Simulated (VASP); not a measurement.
Wanted: the native input for a VASP 6.6.1 run.

| Quantity | Value |
| --- | --- |
| Task | single point |
| Functional | PBE |
| Potentials or basis | VASP PAW PBE potentials, release 64 (Zr_sv, Nb_sv, Se) |
| Cutoff | 520 eV |
| k mesh | 8 × 8 × 8 |
| Occupations | gaussian, width 0.1 eV |
| Spin | collinear spin |
| Starting moments | [0.0, 3.14, 0.0, 0.0, 0.0] μB |
| Dipole correction | no |
| Further INCAR settings | ALGO = Normal; EDIFF = 1e-06; NBANDS = 34 |

The structure of ZrNbSe3 lies in POSCAR:

```
ZrNbSe3
1.0
    5.1434740847      0.0000000000      0.0000000000
    0.0000000000      5.1434740847      0.0000000000
    0.0000000000      0.0000000000      5.1434740847
Zr Nb Se
1 1 3
Direct
    0.5000000000      0.5000000000      0.5000000000
    0.0000000000      0.0000000000      0.0000000000
    0.5000000000      0.5000000000      0.0000000000
    0.0000000000      0.5000000000      0.5000000000
    0.5000000000      0.0000000000      0.5000000000
```

The cell was built from a structure type or drawn by symmetry, and may not be a known phase.

The input as run:

INCAR

```
  ALGO = Normal
  EDIFF = 1E-6
  ENCUT = 520
  GGA = PE
  ISIF = 2
  ISMEAR = 0
  ISPIN = 2
  LASPH = True
  LCHARG = True
  LELF = True
  LMAXMIX = 4
  LORBIT = 11
  LREAL = False
  LVHAR = True
  LWAVE = False
  MAGMOM = 0 3.14 0 0 0
  NBANDS = 34
  NELM = 150
  PREC = Accurate
  SIGMA = 0.1
```

KPOINTS

```
k-points
0
Gamma
  8 8 8
```

Potentials or basis: VASP PAW PBE potentials, release 64 (Zr_sv, Nb_sv, Se).

The run is started by

```console
$ cat potpaw_PBE.64/Zr_sv/POTCAR potpaw_PBE.64/Nb_sv/POTCAR potpaw_PBE.64/Se/POTCAR > POTCAR
$ mpirun -np 1 vasp_std > vasp.out
```

Results of the run:

The pressure is 0.1 GPa and the net moment is 2.93 μB per cell. The site moments are Zr +0.05; Nb +2.41; Se -0.12 μB and the valence electrons inside the program's atomic spheres are Zr 9.78; Nb 10.50; Se 3.88.

It took 2.8 min on 1 thread of AMD EPYC 9R45 96-Core Processor (Zen 5), on a shared host, peak memory 0.42 GiB.
